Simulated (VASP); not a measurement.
# In3O2 (P-3m1) in VASP: further runs

In3O2 is run at these levels: PBE; tasks: relaxation of cell and atoms, single point.

Program: VASP 6.6.1. These are calculated values, not measurements. Logs are shortened: lines on timing, memory, paths and dates and some standing lists are left out, and cuts for length are marked.

## 1. The cell of the first run

Symmetry: P-3m1, No. 164, trigonal system. Conventional cell: a = 3.993 Å, b = 3.993 Å, c = 6.213 Å, α = 90.00°, β = 90.00°, γ = 120.00°. In (site symmetry -3m) has 6 O at 2.76 Å and 6 In at 3.19 Å within 3.6 Å. In (site symmetry 3m) has 4 O at 2.40 to 2.49 Å and 6 In at 2.93 to 3.19 Å within 3.2 Å. Within 3.2 Å of O (site symmetry 3m) lie 7 In at 2.40 to 2.76 Å.

## 2. Relaxation of cell and atoms, PBE

Input file INCAR:

```
ALGO = Normal ; EDIFF = 1E-6
EDIFFG = -0.04 ; ENCUT = 600
GGA = PE ; IBRION = 2
ISIF = 3 ; ISMEAR = 0
LASPH = True ; LCHARG = False
LREAL = False ; LWAVE = False
NELM = 80 ; NSW = 90
PREC = Accurate ; SIGMA = 0.1
```

Input file KPOINTS:

```
k-points
0
Gamma
  6 6 4
```

Input file POSCAR:

```
In3O2
1.0
    3.9933582384      0.0000000000      0.0000000000
   -1.9966791192      3.4583496808      0.0000000000
    0.0000000000      0.0000000000      6.2130167516
In O
3 2
Direct
    0.0000000000      0.0000000000      0.0000000000
    0.3333333333      0.6666666667      0.6450000000
    0.6666666667      0.3333333333      0.3550000000
    0.3333333333      0.6666666667      0.2450000000
    0.6666666667      0.3333333333      0.7550000000
```

Potentials or basis: VASP PAW PBE potentials, release 64 (In_d, O).

Run with:

```sh
$ cat potpaw_PBE.64/In_d/POTCAR potpaw_PBE.64/O/POTCAR > POTCAR
$ mpirun -np 1 vasp_std > vasp.out
```

OUTCAR:

```text
EDIFF = 1E-6
   EDIFFG = -0.04
   ENCUT = 600
   GGA = PE
   IBRION = 2
   ISIF = 3
   ISMEAR = 0
   LASPH = True
   LREAL = False
   NELM = 80
   NSW = 90
   PREC = Accurate

 ion  position               nearest neighbor table
   1  0.000  0.000  0.000-   4 2.76   5 2.76   4 2.76   5 2.76   5 2.76   4 2.76   2 3.19   3 3.19
                             2 3.19   3 3.19   2 3.19   3 3.19
   2  0.333  0.667  0.645-   5 2.40   5 2.40   5 2.40   4 2.49   3 2.93   3 2.93   3 2.93   1 3.19
                             1 3.19   1 3.19
   3  0.667  0.333  0.355-   4 2.40   4 2.40   4 2.40   5 2.49   2 2.93   2 2.93   2 2.93   1 3.19
                             1 3.19   1 3.19
   4  0.333  0.667  0.245-   3 2.40   3 2.40   3 2.40   2 2.49   1 2.76   1 2.76   1 2.76
   5  0.667  0.333  0.755-   2 2.40   2 2.40   2 2.40   3 2.49   1 2.76   1 2.76   1 2.76

  LATTYP: Found a hexagonal cell.
 ALAT       =     3.9933582384
 C/A-ratio  =     1.5558375634

  Lattice vectors:

 A1 = (   3.9933582384,   0.0000000000,   0.0000000000)
 A2 = (  -1.9966791192,   3.4583496808,   0.0000000000)
 A3 = (   0.0000000000,   0.0000000000,   6.2130167516)

Analysis of symmetry for initial positions (statically):
=====================================================================
 Subroutine PRICEL returns:
 Original cell was already a primitive cell.

 Routine SETGRP: Setting up the symmetry group for a
 hexagonal supercell.

 Subroutine GETGRP returns: Found 12 space group operations
 (whereof 12 operations were pure point group operations)
 out of a pool of 24 trial point group operations.

The static configuration has the point symmetry D_3d.

Analysis of symmetry for dynamics (positions and initial velocities):
=====================================================================
 Subroutine PRICEL returns:
 Original cell was already a primitive cell.

 Routine SETGRP: Setting up the symmetry group for a
 hexagonal supercell.

 Subroutine GETGRP returns: Found 12 space group operations
 (whereof 12 operations were pure point group operations)
 out of a pool of 24 trial point group operations.

The dynamic configuration has the point symmetry D_3d.

 Subroutine INISYM returns: Found 12 space group operations
 (whereof 12 operations are pure point group operations),
 and found     1 'primitive' translations

----------------------------------------------------------------------------------------

                                     Primitive cell

  volume of cell :      85.8044

  direct lattice vectors                    reciprocal lattice vectors
     3.993358238  0.000000000  0.000000000     0.250415801  0.144577630  0.000000000
    -1.996679119  3.458349681  0.000000000     0.000000000  0.289155260  0.000000000
     0.000000000  0.000000000  6.213016752     0.000000000  0.000000000  0.160952407

  length of vectors
     3.993358238  3.993358238  6.213016752     0.289155260  0.289155260  0.160952407

  position of ions in fractional coordinates (direct lattice)
     0.000000000  0.000000000  0.000000000
     0.333333333  0.666666667  0.645000000
     0.666666667  0.333333333  0.355000000
     0.333333333  0.666666667  0.245000000
     0.666666667  0.333333333  0.755000000

  ion indices of the primitive-cell ions
   primitive index   ion index
                 1           1
                 2           2
                 3           3
                 4           4
                 5           5

----------------------------------------------------------------------------------------

 KPOINTS: k-points

Automatic generation of k-mesh.
 Grid dimensions read from file:
 generate k-points for:    6    6    4

 Generating k-lattice:

  Cartesian coordinates                     Fractional coordinates (reciprocal lattice)
     0.041735967  0.024096272  0.000000000     0.166666667 -0.000000000  0.000000000
     0.000000000  0.048192543  0.000000000     0.000000000  0.166666667  0.000000000
     0.000000000  0.000000000  0.040238102     0.000000000  0.000000000  0.250000000

  Length of vectors
     0.048192543  0.048192543  0.040238102

  Shift w.r.t. Gamma in fractional coordinates (k-lattice)
     0.000000000  0.000000000  0.000000000

 Subroutine IBZKPT returns following result:
 ===========================================

 Found     24 irreducible k-points:

 Following reciprocal coordinates:
            Coordinates               Weight
  0.000000  0.000000  0.000000      1.000000
  0.166667 -0.000000  0.000000      6.000000
  0.333333  0.000000  0.000000      6.000000
  0.500000  0.000000  0.000000      3.000000
  0.166667  0.166667  0.000000      6.000000
  0.333333  0.166667  0.000000     12.000000
[... 16 lines left out ...]
  0.333333  0.166667  0.500000     12.000000
  0.333333  0.333333  0.500000      2.000000
   k-points           NKPTS =     24   k-points in BZ     NKDIM =     24   number of bands    NBANDS=     30
   number of dos      NEDOS =    301   number of ions     NIONS =      5
   total plane-waves  NPLWV =  51200
   dimension x,y,z NGX =    32 NGY =   32 NGZ =   50
   dimension x,y,z NGXF=    64 NGYF=   64 NGZF=  100
   ions per type =               3   2
   NGX,Y,Z   is equivalent  to a cutoff of  13.32, 13.32, 13.38 a.u.
   NGXF,Y,Z  is equivalent  to a cutoff of  26.64, 26.64, 26.76 a.u.
 SYSTEM =  unknown system
   PREC   = accura    normal or accurate (medium, high low for compatibility)
   ISTART =      0    job   : 0-new  1-cont  2-samecut
   ICHARG =      2    charge: 1-file 2-atom 10-const
   ISPIN  =      1    spin polarized calculation?
   LNONCOLLINEAR =      F non collinear calculations
   LSORBIT =      F    spin-orbit coupling
   LASPH  =      T    aspherical Exc in radial PAW
   ENCUT  =  600.0 eV  44.10 Ry    6.64 a.u.   7.98  7.98 12.41*2*pi/ulx,y,z
   NELM   =     80;   NELMIN=  2; NELMDL= -5     # of ELM steps
   EDIFF  = 0.1E-05   stopping-criterion for ELM
   LREAL  =      F    real-space projection
   EDIFFG = -.4E-01   stopping-criterion for IOM
   NSW    =     90    number of steps for IOM
   IBRION =      2    ionic relax: 0-MD 1-quasi-New 2-CG
   NFREE  =      1    steps in history (QN), initial steepest desc. (CG)
   ISIF   =      3    stress and relaxation
   ISYM   =      2    0-nonsym 1-usesym 2-fastsym
   POTIM  = 0.5000    time-step for ionic-motion
   TEBEG  =    0.0;   TEEND  =   0.0 temperature during run
   PSTRESS=    0.0 pullay stress
   NELECT =      51.0000    total number of electrons
   NUPDOWN=      -1.0000    fix difference up-down
   EMIN   =  10.00;   EMAX   =-10.00  energy-range for DOS
   EFERMI =   0.00;   METHOD = LEGACY
   ISMEAR =     0;   SIGMA  =   0.10  broadening in eV -4-tet -1-fermi 0-gaus
   EFERMI_NEDOS =   21; number of points for ismear=-14 and -15
   IALGO  =     38    algorithm
   IMIX   =      4    mixing-type and parameters
     AMIX     =   0.40;   BMIX     =  1.00
     AMIX_MAG =   1.60;   BMIX_MAG =  1.00
  volume/ion in A,a.u.               =      17.16       115.81
  Fermi-wavevector in a.u.,A,eV,Ry     =   1.376454  2.601121 25.777941  1.894625
  Thomas-Fermi vector in A             =   2.501697
   LORBIT       =      0    0 simple, 1 ext, 2 COOP (PROOUT), +10 PAW based schemes
   GGA     = PE    functional components
   LHFCALC =     F    Hartree Fock is set to
   AEXX    =    0.0000 exact exchange contribution
   IVDW    =     0    specifies the selected vdW correction
   LEPSILON=     F    determine dielectric tensor
   LRPA    =     F    only Hartree local field effects (RPA)
 conjugate gradient relaxation of ions
 non-spin polarized calculation
 Gauss-broadening in eV      SIGMA  =   0.10
  energy-cutoff  :      600.00
  volume of cell :       85.80
 maximum number of plane-waves:      2904
   NGX = 15   NGY = 15   NGZ = 25

--------------------------------------- Ionic step        1  -------------------------------------------

 number of electron      51.0000000 magnetization

 Free energy of the ion-electron system (eV)
  ---------------------------------------------------
  ext. energy  EPLUGINS =         0.00000000
  ---------------------------------------------------
  free energy    TOTEN  =       -19.15041410 eV

  energy without entropy =      -19.13230065  energy(sigma->0) =      -19.14135738

------------------------ aborting loop because EDIFF is reached ----------------------------------------

  FORCE on cell =-STRESS in cart. coord.  units (eV):
  Direction    XX          YY          ZZ          XY          YZ          ZX
  --------------------------------------------------------------------------------------
  -------------------------------------------------------------------------------------
  Total        3.6577036      3.6577036      6.4986466      0.0000000      0.0000000      0.0000000
  in kB       68.2982216     68.2982216    121.3455351      0.0000000      0.0000000      0.0000000
  external PRESSURE =      85.9806595 kB  Pullay stress =       0.0000000 kB
[... 98 lines left out ...]
  FREE ENERGIE OF THE ION-ELECTRON SYSTEM (eV)
  ---------------------------------------------------
  free  energy   TOTEN  =       -19.5517722797 eV

  energy  without entropy=      -19.5383665771  energy(sigma->0) =      -19.54506943

 E-fermi :   6.2709     XC(G=0):  -9.9586

 val. band max:        6.2451829047   @ k =   0.3333   0.0000   0.2500
 cond. band min:       6.2848007453   @ k =   0.3333   0.1667   0.5000
 fundamental gap:      0.0396178406
 Fermi energy:         6.2708754469

 k-point     1 :       0.0000    0.0000    0.0000
  band No.  band energies     occupation
      1     -13.3246      2.00000
      2     -12.7101      2.00000
      3      -8.5547      2.00000
      4      -8.5547      2.00000
      5      -8.5013      2.00000
      6      -8.5013      2.00000
[... 781 lines left out ...]
     29       8.1554      0.00000
     30      11.1698      0.00000

[... ionic steps 4 to 40 ...]

--------------------------------------- Ionic step       41  -------------------------------------------

 number of electron      51.0000008 magnetization

------------------------ aborting loop because EDIFF is reached ----------------------------------------

  FORCE on cell =-STRESS in cart. coord.  units (eV):
  Direction    XX          YY          ZZ          XY          YZ          ZX
  --------------------------------------------------------------------------------------
  -------------------------------------------------------------------------------------
  Total       -0.3203827     -0.3203827     -0.0546732      0.0000000      0.0000000      0.0000000
  in kB       -5.4713989     -5.4713989     -0.9336918      0.0000000      0.0000000      0.0000000
  external PRESSURE =      -3.9588299 kB  Pullay stress =       0.0000000 kB
[... 63 lines left out ...]
  energy  without entropy=      -21.9763306893  energy(sigma->0) =      -21.98216699

--------------------------------------- Ionic step       43  -------------------------------------------

 number of electron      51.0000002 magnetization

 Free energy of the ion-electron system (eV)
  ---------------------------------------------------
  ext. energy  EPLUGINS =         0.00000000
  ---------------------------------------------------
  free energy    TOTEN  =       -21.99011466 eV

  energy without entropy =      -21.97848055  energy(sigma->0) =      -21.98429760

 E-fermi :   6.7907     XC(G=0): -10.3063

 val. band max:        6.7438394138   @ k =   0.3333   0.0000   0.0000
 cond. band min:       6.7953789956   @ k =   0.3333   0.1667   0.5000
 fundamental gap:      0.0515395819
 Fermi energy:         6.7906871254

 k-point     1 :       0.0000    0.0000    0.0000
  band No.  band energies     occupation
      1     -12.4189      2.00000
      2     -11.6821      2.00000
      3      -7.8470      2.00000
      4      -7.8470      2.00000
      5      -7.7342      2.00000
      6      -7.7331      2.00000
[... 813 lines left out ...]
  FREE ENERGIE OF THE ION-ELECTRON SYSTEM (eV)
  ---------------------------------------------------
  free  energy   TOTEN  =       -21.9901146560 eV

  energy  without entropy=      -21.9784805515  energy(sigma->0) =      -21.98429760

 reached required accuracy - stopping structural energy minimisation
```

It took 31 min on 1 thread of Intel Xeon Platinum 8488C (Sapphire Rapids), shared host; peak memory 0.25 GiB.

What came out:

```
Free energy                           : -21.9901 eV
Relaxed volume                        : 18.62 Å³/atom
Relaxed cell                          : a = 3.710 Å, b = 3.710 Å, c = 7.807 Å, α = 90.00°, β = 90.00°, γ = 120.00°
Space group after relaxing (to 0.1 Å) : P-3m1 (No. 164)
Energy gained by relaxing             : 567.9 meV/atom
Ionic steps                           : 43
Pressure after relaxing               : 0.1 GPa
Largest force after relaxing          : 0.015 eV/Å
Band gap on the k mesh                : zero (an odd number of electrons rules out a gap without spin polarisation)
```

Forces on the atoms (eV/Å):
```
In   0.000  0.000  0.000
In   0.000  0.000  0.015
In   0.000  0.000 -0.015
O    0.000  0.000 -0.005
O    0.000  0.000  0.005
```

The path:
```csv
step,energy change (eV),largest force (eV/Å),pressure (GPa),volume (Å³)
1,0.0000,1.1224,8.60,85.80
3,-0.4014,0.5372,-1.49,99.39
5,-0.7728,0.2389,0.70,96.93
7,-0.8240,0.5970,3.96,94.87
9,-1.0412,0.6938,1.63,101.80
11,-1.0837,0.7788,1.09,103.45
13,-1.1456,0.8223,-0.77,107.05
15,-1.2552,0.7997,-3.18,110.81
17,-1.6487,0.2664,-7.01,110.63
19,-2.0649,0.6733,-4.63,100.12
21,-2.1233,0.9174,-3.35,97.12
23,-2.1897,0.8757,-1.31,94.31
25,-2.2571,0.5634,0.69,92.78
27,-2.4041,0.5504,-2.59,96.47
29,-2.4167,0.5234,-4.76,101.45
31,-2.5261,0.5521,-2.98,100.62
33,-2.5393,0.5134,-2.40,100.42
35,-2.5760,0.5886,-1.56,99.73
37,-2.7907,0.4199,-0.28,95.38
39,-2.8206,0.3255,1.08,92.93
41,-2.8333,0.2463,-0.40,93.82
43,-2.8397,0.0152,0.11,93.09
```

Final structure:
```
CELL_PARAMETERS angstrom
3.71048 0.00000 0.00000
-1.85524 3.21337 0.00000
0.00000 0.00000 7.80741
ATOMIC_POSITIONS crystal
In 0.00000 0.00000 0.00000
In 0.33333 0.66667 0.68338
In 0.66667 0.33333 0.31662
O 0.33333 0.66667 0.38765
O 0.66667 0.33333 0.61235
```

Caveat: a cell axis changed by over 15 % at a fixed basis, so the end point is rough; spin-orbit coupling is left out, which moves the levels of the heavy elements.

## 3. Single point, PBE

This run uses another cell than the first one, of 18.67 Å³/atom.

Input file INCAR:

```
SYSTEM = In3O2
ALGO     = Normal         ! electronic algorithm
EDIFF    = 1E-6           ! SCF threshold, eV
ENCUT    = 520            ! plane-wave cutoff, eV
GGA      = PE             ! functional
ISIF     = 2              ! what is computed and relaxed
ISMEAR   = 0              ! smearing method
LASPH    = .TRUE.         ! aspherical terms in the spheres
LCHARG   = .TRUE.         ! write CHGCAR
LELF     = .TRUE.         ! ELF
LREAL    = .FALSE.        ! projectors in reciprocal space
LVHAR    = .TRUE.       
LWAVE    = .FALSE.        ! write WAVECAR
NBANDS   = 34             ! bands
NELM     = 100            ! most SCF steps
PREC     = Accurate       ! precision mode
SIGMA    = 0.1            ! smearing width, eV
```

Input file KPOINTS:

```
k-points
0
G
  12 12 6
  0 0 0
```

Input file POSCAR:

```
In3O2
1.0
    3.6910065762      0.0000000000      0.0000000000
   -1.8455032881      3.1965054605      0.0000000000
    0.0000000000      0.0000000000      7.9139597554
In O
3 2
Direct
    0.0000000000      0.0000000000      0.0000000000
    0.3333333333      0.6666666667      0.6833743478
    0.6666666667      0.3333333333      0.3166256522
    0.3333333333      0.6666666667      0.3885307170
    0.6666666667      0.3333333333      0.6114692830
```

Potentials or basis: VASP PAW PBE potentials, release 64 (In_d, O).

Run with:

```sh
$ cat potpaw_PBE.64/In_d/POTCAR potpaw_PBE.64/O/POTCAR > POTCAR
$ mpirun -np 1 vasp_std > vasp.out
```

It took 5 min on 1 thread of Intel Xeon Platinum 8488C (Sapphire Rapids), shared host; peak memory 0.37 GiB.

It converged, with:

| Item | Value |
| --- | --- |
| Free energy | -22.0149 eV |
| Pressure | 0.2 GPa |
| Largest force | 0.031 eV/Å |
| Band gap on the k mesh | zero (an odd number of electrons rules out a gap without spin polarisation) |

Forces on the atoms (eV/Å):
```
In   0.000  0.000  0.000
In   0.000  0.000  0.031
In   0.000  0.000 -0.031
O    0.000  0.000  0.012
O    0.000  0.000 -0.012
```

Stress tensor (GPa, compression positive):
```
0.24 0.00 0.00
0.00 0.24 0.00
0.00 0.00 0.03
```

Levels at points of the mesh, in eV from the Fermi level:
| k point | band 23 | band 24 | band 25 | band 26 | band 27 | band 28 | band 29 | band 30 |
| --- | --- | --- | --- | --- | --- | --- | --- | --- |
| (0.00, 0.00, 0.00) | -2.93 | -2.93 | -1.39 | -1.27 | 3.11 | 5.90 | 5.90 | 6.28 |
| (0.50, 0.00, 0.00) | -3.52 | -2.97 | -1.66 | 0.21 | 0.33 | 2.73 | 3.80 | 4.24 |
| (0.00, 0.00, 0.50) | -3.52 | -2.93 | -2.93 | 1.03 | 2.45 | 6.09 | 6.09 | 6.69 |
| (0.50, 0.00, 0.50) | -3.54 | -3.40 | -2.40 | 0.45 | 0.68 | 2.77 | 3.74 | 4.17 |

Caveat: spin-orbit coupling is left out, which moves the levels of the heavy elements.

The gap in the log of VASP goes by the Fermi energy; the results here count the filled bands.